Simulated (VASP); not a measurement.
# Zr3SiO8 (P-42m) in VASP: relaxation of cell and atoms with PBE

Aim: the relaxation of cell and atoms of Zr3SiO8 with PBE.

All numbers are computed with VASP 6.6.1; they aren't measurements. Logs are shortened: lines on timing, memory, paths and dates and some standing lists are left out, and cuts for length are marked.

## Step 1: The cell of the first run

Symmetry: P-42m, No. 111, tetragonal system. The conventional cell has a = 4.844 Å, b = 4.844 Å, c = 6.350 Å, α = 90.00°, β = 90.00°, γ = 90.00°. Within 2.8 Å of Si (site symmetry -42m) lie 8 O at 2.01 to 2.72 Å. Within 2.8 Å of Zr (site symmetry -42m) lie 8 O at 2.01 to 2.72 Å. Within 2.8 Å of Zr (site symmetry 222) lie 8 O at 2.01 to 2.72 Å. Within 2.8 Å of O (site symmetry m) lie 3 Zr at 2.01 to 2.72 Å and 4 O at 2.64 Å and 1 Si at 2.72 Å. O (site symmetry m) has 1 Si at 2.01 Å and 3 Zr at 2.01 to 2.72 Å and 4 O at 2.64 Å within 2.8 Å.

## Step 2: Relaxation of cell and atoms, PBE

Contents of INCAR:

```
ALGO = Normal
EDIFF = 1E-7
EDIFFG = -0.015
ENCUT = 600
GGA = PE
IBRION = 2
ISIF = 3
ISMEAR = 0
LASPH = T
LCHARG = F
LREAL = F
LWAVE = F
NELM = 80
NSW = 80
PREC = Accurate
SIGMA = 0.02
```

Contents of KPOINTS:

```
k-points
0
Gamma
  6 6 4
```

Contents of POSCAR:

```
Zr3SiO8
1.0
    3.4249291994     -3.4249291994      0.0000000000
    3.4249291994      3.4249291994      0.0000000000
    0.0000000000      0.0000000000      6.3501394535
Si Zr O
1 3 8
Direct
    0.5000000000      0.5000000000      0.0000000000
    0.0000000000      0.0000000000      0.0000000000
    0.0000000000      0.5000000000      0.5000000000
    0.5000000000      0.0000000000      0.5000000000
    0.2500000000      0.7500000000      0.3329581291
    0.7500000000      0.2500000000      0.3329581291
    0.2500000000      0.7500000000      0.8329581291
    0.7500000000      0.2500000000      0.8329581291
    0.2500000000      0.2500000000      0.6670418709
    0.7500000000      0.7500000000      0.6670418709
    0.2500000000      0.2500000000      0.1670418709
    0.7500000000      0.7500000000      0.1670418709
```

Potentials or basis: VASP PAW PBE potentials, release 64 (Si, Zr_sv, O).

On the command line:

```console
$ cat potpaw_PBE.64/Si/POTCAR potpaw_PBE.64/Zr_sv/POTCAR potpaw_PBE.64/O/POTCAR > POTCAR
$ mpirun -np 1 vasp_std > vasp.out
```

OUTCAR:

```text
EDIFF = 1E-7
   EDIFFG = -0.015
   ENCUT = 600
   GGA = PE
   IBRION = 2
   ISIF = 3
   ISMEAR = 0
   LASPH = T
   LREAL = F
   NELM = 80
   NSW = 80
   PREC = Accurate

 ion  position               nearest neighbor table
   1  0.500  0.500  0.000-   7 2.01   8 2.01  11 2.01  12 2.01   2 3.42   2 3.42   2 3.42   2 3.42

   2  0.000  0.000  0.000-   7 2.01   8 2.01  11 2.01  12 2.01   9 2.72  10 2.72   5 2.72   6 2.72
                             1 3.42   1 3.42   1 3.42   1 3.42
   3  0.000  0.500  0.500-   5 2.01   6 2.01   9 2.01  10 2.01   7 2.72   8 2.72  11 2.72  12 2.72
                             4 3.42   4 3.42   4 3.42   4 3.42
   4  0.500  0.000  0.500-   5 2.01   6 2.01   9 2.01  10 2.01   7 2.72   8 2.72  11 2.72  12 2.72
                             3 3.42   3 3.42   3 3.42   3 3.42
   5  0.250  0.750  0.333-   3 2.01   4 2.01   2 2.72
   6  0.750  0.250  0.333-   3 2.01   4 2.01   2 2.72
   7  0.250  0.750  0.833-   1 2.01   2 2.01   3 2.72   4 2.72
   8  0.750  0.250  0.833-   1 2.01   2 2.01   3 2.72   4 2.72
   9  0.250  0.250  0.667-   3 2.01   4 2.01   2 2.72
  10  0.750  0.750  0.667-   3 2.01   4 2.01   2 2.72
  11  0.250  0.250  0.167-   1 2.01   2 2.01   3 2.72   4 2.72
  12  0.750  0.750  0.167-   1 2.01   2 2.01   3 2.72   4 2.72

  LATTYP: Found a simple tetragonal cell.
 ALAT       =     4.8435813240
 C/A-ratio  =     1.3110421873

  Lattice vectors:

 A1 = (   3.4249291994,  -3.4249291994,   0.0000000000)
 A2 = (   3.4249291994,   3.4249291994,   0.0000000000)
 A3 = (   0.0000000000,   0.0000000000,   6.3501394535)

Analysis of symmetry for initial positions (statically):
=====================================================================
 Subroutine PRICEL returns:
 Original cell was already a primitive cell.

 Routine SETGRP: Setting up the symmetry group for a
 simple tetragonal supercell.

 Subroutine GETGRP returns: Found  8 space group operations
 (whereof  8 operations were pure point group operations)
 out of a pool of 16 trial point group operations.

The static configuration has the point symmetry D_2d.

Analysis of symmetry for dynamics (positions and initial velocities):
=====================================================================
 Subroutine PRICEL returns:
 Original cell was already a primitive cell.

 Routine SETGRP: Setting up the symmetry group for a
 simple tetragonal supercell.

 Subroutine GETGRP returns: Found  8 space group operations
 (whereof  8 operations were pure point group operations)
 out of a pool of 16 trial point group operations.

The dynamic configuration has the point symmetry D_2d.

 Subroutine INISYM returns: Found  8 space group operations
[... 142 lines left out ...]
   GGA     = PE    functional components
   LHFCALC =     F    Hartree Fock is set to
   AEXX    =    0.0000 exact exchange contribution
   IVDW    =     0    specifies the selected vdW correction
   LEPSILON=     F    determine dielectric tensor
   LRPA    =     F    only Hartree local field effects (RPA)
 conjugate gradient relaxation of ions
 non-spin polarized calculation
 Gauss-broadening in eV      SIGMA  =   0.02
  energy-cutoff  :      600.00
  volume of cell :      148.98
 maximum number of plane-waves:      5009
 NGX is ok and might be reduce to    40
   NGX = 19   NGY = 19   NGZ = 25

--------------------------------------- Ionic step        1  -------------------------------------------

 number of electron      87.9999992 magnetization

 Free energy of the ion-electron system (eV)
  ---------------------------------------------------
  ext. energy  EPLUGINS =         0.00000000
  ---------------------------------------------------
  free energy    TOTEN  =      -103.15476757 eV

  energy without entropy =     -103.15476757  energy(sigma->0) =     -103.15476757

------------------------ aborting loop because EDIFF is reached ----------------------------------------

  FORCE on cell =-STRESS in cart. coord.  units (eV):
  Direction    XX          YY          ZZ          XY          YZ          ZX
  --------------------------------------------------------------------------------------
  -------------------------------------------------------------------------------------
  Total        0.1814286      0.1814286    -23.0884059      0.0000000      0.0000000      0.0000000
  in kB        1.9511916      1.9511916   -248.3064933      0.0000000      0.0000000      0.0000000
  external PRESSURE =     -81.4680367 kB  Pullay stress =       0.0000000 kB
[... 119 lines left out ...]
  FREE ENERGIE OF THE ION-ELECTRON SYSTEM (eV)
  ---------------------------------------------------
  free  energy   TOTEN  =      -107.1455065851 eV

  energy  without entropy=     -107.1455065851  energy(sigma->0) =     -107.14550659

[... ionic steps 4 to 19 ...]

--------------------------------------- Ionic step       20  -------------------------------------------

 number of electron      87.9999988 magnetization

------------------------ aborting loop because EDIFF is reached ----------------------------------------
[... 87 lines left out ...]
--------------------------------------- Ionic step       22  -------------------------------------------

 number of electron      87.9999987 magnetization

 Free energy of the ion-electron system (eV)
  ---------------------------------------------------
  ext. energy  EPLUGINS =         0.00000000
  ---------------------------------------------------
  free energy    TOTEN  =      -109.50771154 eV

  energy without entropy =     -109.50771154  energy(sigma->0) =     -109.50771154

 E-fermi :   6.3494     XC(G=0): -11.5632

 val. band max:        6.2514464875   @ k =   0.0000   0.0000   0.5000
 cond. band min:      10.0885981848   @ k =   0.0000   0.0000   0.0000
 fundamental gap:      3.8371516972
 Fermi energy:         6.3494492722

 k-point     1 :       0.0000    0.0000    0.0000
  band No.  band energies     occupation
      1     -41.5312      2.00000
      2     -41.4828      2.00000
      3     -41.4730      2.00000
      4     -19.9993      2.00000
      5     -19.9990      2.00000
      6     -19.9990      2.00000
[... 1309 lines left out ...]
     51      11.8929      0.00000
     52      12.5996      0.00000

 [... further k-points ...]

------------------------ aborting loop because EDIFF is reached ----------------------------------------

  FORCE on cell =-STRESS in cart. coord.  units (eV):
  Direction    XX          YY          ZZ          XY          YZ          ZX
  --------------------------------------------------------------------------------------
  -------------------------------------------------------------------------------------
  Total        0.0717643      0.0717643     -0.0192036      0.0000000     -0.0000000      0.0000000
  in kB        0.8879868      0.8879868     -0.2376183      0.0000000     -0.0000000      0.0000000
  external PRESSURE =       0.5127851 kB  Pullay stress =       0.0000000 kB
[... 27 lines left out ...]
  FREE ENERGIE OF THE ION-ELECTRON SYSTEM (eV)
  ---------------------------------------------------
  free  energy   TOTEN  =      -109.5077115355 eV

  energy  without entropy=     -109.5077115355  energy(sigma->0) =     -109.50771154

 reached required accuracy - stopping structural energy minimisation
```

Run time: 2.2 h. Hardware: 1 thread of Oxide Virtual Turin-like, shared host; peak memory 0.4 GiB.

What came out:

- Free energy: -109.5077 eV
- Relaxed volume: 10.79 Å³/atom
- Relaxed cell: a = 5.056 Å, b = 5.056 Å, c = 5.066 Å, α = 90.00°, β = 90.00°, γ = 90.00°
- Space group after relaxing (to 0.1 Å): P-43m (No. 215)
- Energy gained by relaxing: 529.4 meV/atom
- Ionic steps: 22
- Pressure after relaxing: 0.1 GPa
- Largest force after relaxing: 0.010 eV/Å
- Band gap on the k mesh: 3.84 eV (least direct gap 3.87 eV)

Forces in eV/Å, atoms in the order of the input:
```
Si   0.000  0.000  0.000
Zr   0.000  0.000  0.000
Zr   0.000  0.000  0.000
Zr   0.000  0.000  0.000
O    0.000  0.007 -0.003
O    0.000 -0.007 -0.003
O    0.000 -0.006 -0.009
O    0.000  0.006 -0.009
O   -0.007  0.000  0.003
O    0.007  0.000  0.003
O    0.006  0.000  0.009
O   -0.006  0.000  0.009
```

Stress tensor (GPa, compression positive):
```
 0.09  0.00  0.00
 0.00  0.09  0.00
 0.00  0.00 -0.02
```

The path:
```tsv
step	energy change (eV)	largest force (eV/Å)	pressure (GPa)	volume (Å³)
1	0.0000	4.0000	-8.15	148.98
2	-3.7934	1.7200	4.77	135.35
3	-3.9907	2.2026	10.88	131.87
4	-4.3607	2.0892	-8.27	141.41
5	-4.6297	1.5692	-1.98	137.56
6	-5.1551	0.8484	-4.59	136.88
7	-5.2495	1.5559	-5.72	136.45
8	-5.5730	1.5639	0.92	131.51
9	-5.6261	1.5762	5.71	128.56
10	-5.9704	0.8656	3.80	129.00
11	-6.0822	1.0092	2.92	129.52
12	-6.2348	0.4976	-4.21	132.53
13	-6.2350	0.5028	-3.95	132.41
14	-6.3321	0.3218	-0.29	129.86
15	-6.3359	0.3087	0.66	129.25
16	-6.3502	0.0876	0.13	129.52
17	-6.3511	0.1083	-0.04	129.61
18	-6.3527	0.0285	-0.18	129.60
19	-6.3527	0.0299	-0.19	129.60
20	-6.3528	0.0118	0.21	129.39
21	-6.3528	0.0164	0.08	129.46
22	-6.3529	0.0104	0.05	129.48
```

Final structure:
```
Si Zr O
1.0
     3.57486   -3.57486    0.00000
     3.57486    3.57486    0.00000
     0.00000    0.00000    5.06600
Si Zr O
1 3 8
Direct
  0.50000 0.50000 0.00000
  0.00000 0.00000 0.00000
  0.00000 0.50000 0.50000
  0.50000 0.00000 0.50000
  0.19546 0.80454 0.30496
  0.80454 0.19546 0.30496
  0.30708 0.69292 0.80803
  0.69292 0.30708 0.80803
  0.19546 0.19546 0.69504
  0.80454 0.80454 0.69504
  0.30708 0.30708 0.19197
  0.69292 0.69292 0.19197
```

Caveat: a cell axis changed by over 15 % at a fixed basis, so the end point is rough. A k mesh can miss the band edges.
